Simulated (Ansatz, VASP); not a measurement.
Mo: VASP beside Ansatz

File INCAR:

```
ALGO     = Normal         # electronic algorithm
EDIFF    = 1E-6           # SCF threshold, eV
ENCUT    = 520            # plane-wave cutoff, eV
GGA      = PE             # functional
ISIF     = 2              # what is computed and relaxed
ISMEAR   = 1              # smearing method
LASPH    = T              # aspherical terms in the spheres
LCHARG   = T              # write CHGCAR
LELF     = T              # ELF
LREAL    = F              # projectors in reciprocal space
LVHAR    = T            
LWAVE    = F              # write WAVECAR
NBANDS   = 13             # bands
NELM     = 100            # most SCF steps
PREC     = Accurate       # precision mode
SIGMA    = 0.1            # smearing width, eV
```

Contents of KPOINTS:

```
k-points
0
Gamma
  13 13 13
```

Contents of POSCAR:

```
Mo
1.0
   -1.6143010825      1.6143010825      1.6143010825
    1.6143010825     -1.6143010825      1.6143010825
    1.6143010825      1.6143010825     -1.6143010825
Mo
1
Direct
    0.0000000000      0.0000000000      0.0000000000
```

Input for Ansatz:

```yaml
crystal:
  lattice:
    - [-1.614301082484189, 1.614301082484189, 1.614301082484189]
    - [1.614301082484189, -1.614301082484189, 1.614301082484189]
    - [1.614301082484189, 1.614301082484189, -1.614301082484189]
  atoms:
    - { symbol: Mo, position: [0.0, 0.0, 0.0] }
basis:
  ecutwfc: 500.0
kpoints:
  mp_grid:
    grid: [13, 13, 13]
hamiltonian:
  xc: pbe
scf:
  occupations:
    method: cold
    width: 0.1
output:
  stress: true
```

Alike in both runs: task single point; functional PBE; k mesh 13 × 13 × 13; no spin polarisation.

|  | VASP | Ansatz |
| --- | --- | --- |
| version | VASP 6.6.1 | Ansatz 0.2.0 |
| potentials or method | VASP PAW PBE potentials, release 64 (Mo_sv), cutoff 520 eV | plane waves, PAW |
| occupations | methfessel-paxton of order 1, width 0.1 eV | cold, width 0.1 eV |
| valence electrons in the cell | 14 | 14 |

|  | VASP | Ansatz | Ansatz less VASP |
| --- | --- | --- | --- |
| pressure (GPa) | -14.0 | -14.4 | -0.42 |
